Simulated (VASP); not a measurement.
# KCl in VASP: a series of runs

KCl is run at these levels: PBE, LDA; tasks: single point.

Everything below comes from runs of VASP 6.6.1. Logs are shortened: lines on timing, memory, paths and dates and some standing lists are left out, and cuts for length are marked.

**1. The cell of the first run**

The typed cell holds 2 atoms: a = 4.450 Å, b = 4.450 Å, c = 4.450 Å, α = 60.00°, β = 60.00°, γ = 60.00°.

**2. Single point, PBE**

Input file INCAR:

```
  ALGO = Normal
  EDIFF = 1E-7
  ENCUT = 520
  GGA = PE
  ISIF = 2
  ISMEAR = -1
  LASPH = T
  LCHARG = F
  LREAL = F
  LWAVE = F
  NBANDS = 15
  NELM = 60
  PREC = Accurate
  SIGMA = 0.005
```

Input file KPOINTS:

```
k-points
0
Gamma
  5 5 5
```

Input file POSCAR:

```
KCl
1.0
    0.0000000000      3.1464700000      3.1464700000
    3.1464700000      0.0000000000      3.1464700000
    3.1464700000      3.1464700000      0.0000000000
K Cl
1 1
Direct
   -0.0111760000      0.0118590000     -0.0019720000
    0.4830260000      0.5020970000      0.5056370000
```

Potentials or basis: VASP PAW PBE potentials, release 64 (K_sv, Cl).

The run is started by

```console
$ cat potpaw_PBE.64/K_sv/POTCAR potpaw_PBE.64/Cl/POTCAR > POTCAR
$ mpirun -np 1 vasp_std > vasp.out
```

OUTCAR:

```text
EDIFF = 1E-7
   ENCUT = 520
   GGA = PE
   ISIF = 2
   ISMEAR = -1
   LASPH = T
   LREAL = F
   NELM = 60
   PREC = Accurate

 ion  position               nearest neighbor table
   1  0.989  0.012  0.998-   2 3.10   2 3.14   2 3.14   2 3.15   2 3.15   2 3.20
   2  0.483  0.502  0.506-   1 3.10   1 3.14   1 3.14   1 3.15   1 3.15   1 3.20

  LATTYP: Found a face centered cubic cell.
 ALAT       =     6.2929400000

  Lattice vectors:

 A1 = (   0.0000000000,   3.1464700000,   3.1464700000)
 A2 = (   3.1464700000,   0.0000000000,   3.1464700000)
 A3 = (   3.1464700000,   3.1464700000,   0.0000000000)

Analysis of symmetry for initial positions (statically):
=====================================================================
 Subroutine PRICEL returns:
 Original cell was already a primitive cell.

 Routine SETGRP: Setting up the symmetry group for a
 face centered cubic supercell.

 Subroutine GETGRP returns: Found  1 space group operations
 (whereof  1 operations were pure point group operations)
 out of a pool of 48 trial point group operations.

The static configuration has the point symmetry C_1 .

Analysis of symmetry for dynamics (positions and initial velocities):
=====================================================================
 Subroutine PRICEL returns:
 Original cell was already a primitive cell.

 Routine SETGRP: Setting up the symmetry group for a
 face centered cubic supercell.

 Subroutine GETGRP returns: Found  1 space group operations
 (whereof  1 operations were pure point group operations)
 out of a pool of 48 trial point group operations.

The dynamic configuration has the point symmetry C_1 .

 Subroutine INISYM returns: Found  1 space group operations
 (whereof  1 operations are pure point group operations),
 and found     1 'primitive' translations

----------------------------------------------------------------------------------------

                                     Primitive cell

  volume of cell :      62.3018

  direct lattice vectors                    reciprocal lattice vectors
     0.000000000  3.146470000  3.146470000    -0.158908237  0.158908237  0.158908237
     3.146470000  0.000000000  3.146470000     0.158908237 -0.158908237  0.158908237
     3.146470000  3.146470000  0.000000000     0.158908237  0.158908237 -0.158908237

  length of vectors
     4.449780548  4.449780548  4.449780548     0.275237140  0.275237140  0.275237140

  position of ions in fractional coordinates (direct lattice)
     0.988824000  0.011859000  0.998028000
     0.483026000  0.502097000  0.505637000

  ion indices of the primitive-cell ions
   primitive index   ion index
                 1           1
                 2           2

----------------------------------------------------------------------------------------

 KPOINTS: k-points

Automatic generation of k-mesh.
 Grid dimensions read from file:
 generate k-points for:    5    5    5

 Generating k-lattice:

  Cartesian coordinates                     Fractional coordinates (reciprocal lattice)
    -0.031781647  0.031781647  0.031781647     0.200000000  0.000000000  0.000000000
     0.031781647 -0.031781647  0.031781647     0.000000000  0.200000000  0.000000000
     0.031781647  0.031781647 -0.031781647     0.000000000  0.000000000  0.200000000

  Length of vectors
     0.055047428  0.055047428  0.055047428

  Shift w.r.t. Gamma in fractional coordinates (k-lattice)
     0.000000000  0.000000000  0.000000000

 Subroutine IBZKPT returns following result:
 ===========================================

 Found     63 irreducible k-points:

 Following reciprocal coordinates:
            Coordinates               Weight
  0.000000  0.000000  0.000000      1.000000
  0.200000  0.000000  0.000000      2.000000
  0.000000  0.200000  0.000000      2.000000
  0.000000  0.000000  0.200000      2.000000
  0.200000  0.200000  0.200000      2.000000
  0.400000  0.000000  0.000000      2.000000
[... 16 lines left out ...]
  0.200000  0.400000  0.400000      2.000000
  0.400000  0.000000  0.200000      2.000000
 [... further k-points ...]
   k-points           NKPTS =     63   k-points in BZ     NKDIM =     63   number of bands    NBANDS=     15
   number of dos      NEDOS =    301   number of ions     NIONS =      2
   total plane-waves  NPLWV =  46656
   dimension x,y,z NGX =    36 NGY =   36 NGZ =   36
   dimension x,y,z NGXF=    72 NGYF=   72 NGZF=   72
   ions per type =               1   1
   NGX,Y,Z   is equivalent  to a cutoff of  13.45, 13.45, 13.45 a.u.
   NGXF,Y,Z  is equivalent  to a cutoff of  26.90, 26.90, 26.90 a.u.
 SYSTEM =  unknown system
   PREC   = accura    normal or accurate (medium, high low for compatibility)
   ISTART =      0    job   : 0-new  1-cont  2-samecut
   ICHARG =      2    charge: 1-file 2-atom 10-const
   ISPIN  =      1    spin polarized calculation?
   LNONCOLLINEAR =      F non collinear calculations
   LSORBIT =      F    spin-orbit coupling
   LASPH  =      T    aspherical Exc in radial PAW
   ENCUT  =  520.0 eV  38.22 Ry    6.18 a.u.   8.27  8.27  8.27*2*pi/ulx,y,z
   NELM   =     60;   NELMIN=  2; NELMDL= -5     # of ELM steps
   EDIFF  = 0.1E-06   stopping-criterion for ELM
   LREAL  =      F    real-space projection
   EDIFFG = 0.1E-05   stopping-criterion for IOM
   NSW    =      0    number of steps for IOM
   IBRION =     -1    ionic relax: 0-MD 1-quasi-New 2-CG
   NFREE  =      0    steps in history (QN), initial steepest desc. (CG)
   ISIF   =      2    stress and relaxation
   ISYM   =      2    0-nonsym 1-usesym 2-fastsym
   POTIM  = 0.5000    time-step for ionic-motion
   TEBEG  =    0.0;   TEEND  =   0.0 temperature during run
   PSTRESS=    0.0 pullay stress
   NELECT =      16.0000    total number of electrons
   NUPDOWN=      -1.0000    fix difference up-down
   EMIN   =  10.00;   EMAX   =-10.00  energy-range for DOS
   EFERMI =   0.00;   METHOD = LEGACY
   ISMEAR =    -1;   SIGMA  =   0.01  broadening in eV -4-tet -1-fermi 0-gaus
   EFERMI_NEDOS =   21; number of points for ismear=-14 and -15
   IALGO  =     38    algorithm
   IMIX   =      4    mixing-type and parameters
     AMIX     =   0.40;   BMIX     =  1.00
     AMIX_MAG =   1.60;   BMIX_MAG =  1.00
  volume/ion in A,a.u.               =      31.15       210.22
  Fermi-wavevector in a.u.,A,eV,Ry     =   1.040594  1.966437 14.732871  1.082835
  Thomas-Fermi vector in A             =   2.175177
   LORBIT       =      0    0 simple, 1 ext, 2 COOP (PROOUT), +10 PAW based schemes
   GGA     = PE    functional components
[... 5 lines left out ...]
 non-spin polarized calculation
  energy-cutoff  :      520.00
  volume of cell :       62.30
 maximum number of plane-waves:      1692
 NGX is ok and might be reduce to    36
   NGX = 17   NGY = 17   NGZ = 17

 number of electron      16.0000000 magnetization

 Free energy of the ion-electron system (eV)
  ---------------------------------------------------
  ext. energy  EPLUGINS =         0.00000000
  ---------------------------------------------------
  free energy    TOTEN  =        -6.80221540 eV

  energy without entropy =       -6.80221540  energy(sigma->0) =       -6.80221540

 E-fermi :  -1.6259     XC(G=0):  -7.5387

 val. band max:       -1.8429640216   @ k =   0.0000   0.0000   0.0000
 cond. band min:       3.3446853737   @ k =   0.0000   0.0000   0.0000
 fundamental gap:      5.1876493953
 Fermi energy:        -1.6258746679

 k-point     1 :       0.0000    0.0000    0.0000
  band No.  band energies     occupation
      1     -29.0392      2.00000
      2     -13.9607      2.00000
      3     -12.5001      2.00000
      4     -12.5001      2.00000
      5     -12.4997      2.00000
      6      -1.8431      2.00000
      7      -1.8431      2.00000
      8      -1.8430      2.00000
      9       3.3447      0.00000
     10       6.5399      0.00000
     11       6.5412      0.00000
     12       6.5420      0.00000
     13       7.4164      0.00000
     14       7.4209      0.00000
     15      11.1340      0.00000

 k-point     2 :       0.2000    0.0000    0.0000
  band No.  band energies     occupation
      1     -29.0356      2.00000
      2     -14.0309      2.00000
      3     -12.5038      2.00000
      4     -12.5033      2.00000
      5     -12.4105      2.00000
      6      -2.2649      2.00000
      7      -1.9600      2.00000
      8      -1.9595      2.00000
      9       4.2181      0.00000
     10       6.3353      0.00000
     11       7.0278      0.00000
     12       7.0290      0.00000
     13       7.9466      0.00000
     14       7.9526      0.00000
     15      12.1232      0.00000

 k-point     3 :       0.0000    0.2000    0.0000
  band No.  band energies     occupation
      1     -29.0356      2.00000
      2     -14.0308      2.00000
      3     -12.5037      2.00000
      4     -12.5033      2.00000
      5     -12.4107      2.00000
      6      -2.2648      2.00000
      7      -1.9601      2.00000
      8      -1.9599      2.00000
      9       4.2182      0.00000
     10       6.3378      0.00000
     11       7.0287      0.00000
     12       7.0289      0.00000
     13       7.9455      0.00000
     14       7.9503      0.00000
     15      12.1195      0.00000
[... 343 lines left out ...]
 k-point    23 :       0.2000    0.4000    0.4000
  band No.  band energies     occupation
      1     -29.0293      2.00000
      2     -14.0407      2.00000
      3     -12.5332      2.00000
      4     -12.5288      2.00000
      5     -12.3871      2.00000
      6      -2.6114      2.00000
      7      -2.1385      2.00000
      8      -2.0657      2.00000
      9       5.4657      0.00000
     10       5.7957      0.00000
     11       8.3791      0.00000
     12       8.4388      0.00000
     13       8.6730      0.00000
     14       8.8400      0.00000
     15      10.1630      0.00000

 k-point    24 :       0.4000    0.0000    0.2000
  band No.  band energies     occupation
      1     -29.0293      2.00000
      2     -14.0408      2.00000
      3     -12.5332      2.00000
      4     -12.5288      2.00000
      5     -12.3870      2.00000
      6      -2.6114      2.00000
      7      -2.1384      2.00000
      8      -2.0656      2.00000
      9       5.4657      0.00000
     10       5.7954      0.00000
     11       8.3738      0.00000
     12       8.4366      0.00000
     13       8.6750      0.00000
     14       8.8451      0.00000
     15      10.1638      0.00000

 [... further k-points ...]

------------------------ aborting loop because EDIFF is reached ----------------------------------------

  FORCE on cell =-STRESS in cart. coord.  units (eV):
  Direction    XX          YY          ZZ          XY          YZ          ZX
  --------------------------------------------------------------------------------------
  -------------------------------------------------------------------------------------
  Total        0.3022684      0.3020734      0.3265304      0.0001161      0.0006804     -0.0008263
  in kB        7.7732495      7.7682338      8.3971789      0.0029858      0.0174981     -0.0212504
  external PRESSURE =       7.9795541 kB  Pullay stress =       0.0000000 kB

 VOLUME and BASIS-vectors are now :
 -----------------------------------------------------------------------------
  energy-cutoff  :      520.00
  volume of cell :       62.30
      direct lattice vectors                 reciprocal lattice vectors
     0.000000000  3.146470000  3.146470000    -0.158908237  0.158908237  0.158908237
     3.146470000  0.000000000  3.146470000     0.158908237 -0.158908237  0.158908237
     3.146470000  3.146470000  0.000000000     0.158908237  0.158908237 -0.158908237

 POSITION                                       TOTAL-FORCE (eV/Angst)
 -----------------------------------------------------------------------------------
      3.17758      6.25157      3.14862        -0.009078      0.007647     -0.066497
      3.17080      3.11080      3.09966         0.009078     -0.007647      0.066497
 -----------------------------------------------------------------------------------
    total drift:                               -0.000111     -0.000005      0.000042

  FREE ENERGIE OF THE ION-ELECTRON SYSTEM (eV)
  ---------------------------------------------------
  free  energy   TOTEN  =        -6.8022153976 eV

  energy  without entropy=       -6.8022153976  energy(sigma->0) =       -6.80221540
```

Run time: 80 s. Hardware: 1 thread of AMD EPYC 9R14 (Zen 4), shared host; peak memory 0.2 GiB.

Results:

```
Free energy            : -6.8022 eV
Pressure               : 0.8 GPa
Largest force          : 0.068 eV/Å
Band gap on the k mesh : 5.19 eV
```

Forces on the atoms (eV/Å):
```
K   -0.009  0.008 -0.066
Cl   0.009 -0.008  0.066
```

**3. Single point, PBE**

Input file INCAR:

```
SYSTEM = KCl
  PREC = Accurate
  ENCUT = 520
  EDIFF = 1E-7
  ISMEAR = 1
  SIGMA = 0.05
  LREAL = .FALSE.
  LASPH = .TRUE.
  NELM = 100
  ALGO = Normal
  ISIF = 2
  LWAVE = .FALSE.
  LCHARG = .FALSE.
  GGA = PE
  NBANDS = 15
```

Input file KPOINTS:

```
Automatic mesh
0
G
  7 7 7
  0 0 0
```

POSCAR is that of step 2.

Potentials or basis: VASP PAW PBE potentials, release 64 (K_sv, Cl).

The run is started by

```console
$ cat potpaw_PBE.64/K_sv/POTCAR potpaw_PBE.64/Cl/POTCAR > POTCAR
$ mpirun -np 1 vasp_std > vasp.out
```

OUTCAR:

```text
SYSTEM = KCl
   PREC = Accurate
   ENCUT = 520
   EDIFF = 1E-7
   ISMEAR = 1
   LREAL = .FALSE.
   LASPH = .TRUE.
   NELM = 100
   ISIF = 2
   GGA = PE

 ion  position               nearest neighbor table
   1  0.989  0.012  0.998-   2 3.10   2 3.14   2 3.14   2 3.15   2 3.15   2 3.20
   2  0.483  0.502  0.506-   1 3.10   1 3.14   1 3.14   1 3.15   1 3.15   1 3.20

  LATTYP: Found a face centered cubic cell.
 ALAT       =     6.2929400000

  Lattice vectors:

 A1 = (   0.0000000000,   3.1464700000,   3.1464700000)
 A2 = (   3.1464700000,   0.0000000000,   3.1464700000)
[... 619 lines left out ...]

  FORCE on cell =-STRESS in cart. coord.  units (eV):
  Direction    XX          YY          ZZ          XY          YZ          ZX
  --------------------------------------------------------------------------------------
  -------------------------------------------------------------------------------------
  Total        0.3008634      0.3006680      0.3251211      0.0001172      0.0006832     -0.0008282
  in kB        7.7371171      7.7320922      8.3609381      0.0030131      0.0175688     -0.0212979
  external PRESSURE =       7.9433825 kB  Pullay stress =       0.0000000 kB

 VOLUME and BASIS-vectors are now :
 -----------------------------------------------------------------------------
  energy-cutoff  :      520.00
  volume of cell :       62.30
      direct lattice vectors                 reciprocal lattice vectors
     0.000000000  3.146470000  3.146470000    -0.158908237  0.158908237  0.158908237
     3.146470000  0.000000000  3.146470000     0.158908237 -0.158908237  0.158908237
     3.146470000  3.146470000  0.000000000     0.158908237  0.158908237 -0.158908237

 POSITION                                       TOTAL-FORCE (eV/Angst)
 -----------------------------------------------------------------------------------
      3.17758      6.25157      3.14862        -0.009083      0.007651     -0.066537
      3.17080      3.11080      3.09966         0.009083     -0.007651      0.066537
 -----------------------------------------------------------------------------------
    total drift:                               -0.000117      0.000001      0.000026

  FREE ENERGIE OF THE ION-ELECTRON SYSTEM (eV)
  ---------------------------------------------------
  free  energy   TOTEN  =        -6.8021589879 eV

  energy  without entropy=       -6.8024973234  energy(sigma->0) =       -6.80227177
```

stdout:

```text
POSCAR found type information on POSCAR K Cl
 POSCAR found :  2 types and       2 ions
 scaLAPACK will be used
 LDA part: xc-table for (Slater+PW92), standard interpolation
 POSCAR, INCAR and KPOINTS ok, starting setup
 FFT: planning ... GRIDC
 FFT: planning ... GRID_SOFT
 FFT: planning ... GRID
 WAVECAR not read
 entering main loop
```

Wall time 3.3 min (1 thread of AMD EPYC 9R14 (Zen 4), shared host); peak memory 0.27 GiB.

What came out:

```
Free energy            : -6.8022 eV
Pressure               : 0.8 GPa
Largest force          : 0.068 eV/Å
Band gap on the k mesh : 5.19 eV
```

Forces on the atoms (eV/Å):
```
K   -0.009  0.008 -0.067
Cl   0.009 -0.008  0.067
```

Caveat: an odd mesh through Γ misses points on the zone boundary, where band edges can lie.

**4. Single point, PBE**

Edit INCAR of step 3 so:

```diff
@@ -3,3 +3,3 @@
   ENCUT = 520
-  EDIFF = 1E-7
+  EDIFF = 1E-6
   ISMEAR = 1
```

Input file KPOINTS:

```
Automatic mesh
0
G
  8 8 8
  0 0 0
```

POSCAR is that of step 3.

The run is started by

```console
$ cat potpaw_PBE.64/K_sv/POTCAR potpaw_PBE.64/Cl/POTCAR > POTCAR
$ mpirun -np 1 vasp_std > vasp.out
```

Run time: 4.2 min. Hardware: 1 thread of AMD EPYC 9R14 (Zen 4), shared host; peak memory 0.34 GiB.

The run converged. Its results:

- Free energy: -6.8021 eV
- Pressure: 0.8 GPa
- Largest force: 0.068 eV/Å
- Band gap on the k mesh: 5.19 eV

Forces in eV/Å, atoms in the order of the input:
```
K   -0.009  0.008 -0.067
Cl   0.009 -0.008  0.067
```

Levels at points of the mesh, in eV from the valence-band top:
```
           k point  band 4  band 5  band 6  band 7  band 8  band 9  band 10  band 11  band 12  band 13
(0.00, 0.00, 0.00)  -10.66  -10.66    0.00    0.00    0.00    5.19     8.38     8.38     8.38     9.26
(0.50, 0.00, 0.00)  -10.67  -10.42   -1.05   -0.32   -0.32    7.59     8.60    10.52    10.52    11.41
(0.00, 0.50, 0.00)  -10.67  -10.42   -1.05   -0.32   -0.32    7.59     8.60    10.52    10.53    11.40
(0.00, 0.00, 0.50)  -10.67  -10.42   -1.05   -0.32   -0.32    7.59     8.60    10.52    10.53    11.40
(0.50, 0.50, 0.50)  -10.67  -10.42   -1.05   -0.32   -0.32    7.59     8.60    10.52    10.53    11.40
(0.50, 0.50, 0.00)  -10.71  -10.71   -0.66   -0.22   -0.22    6.53     8.35    10.01    10.24    10.69
(0.00, 0.50, 0.50)  -10.71  -10.71   -0.66   -0.22   -0.22    6.54     8.35    10.07    10.24    10.63
(0.50, 0.00, 0.50)  -10.71  -10.71   -0.66   -0.22   -0.22    6.54     8.35    10.07    10.24    10.63
```

(Continued in part 2 of 2.)
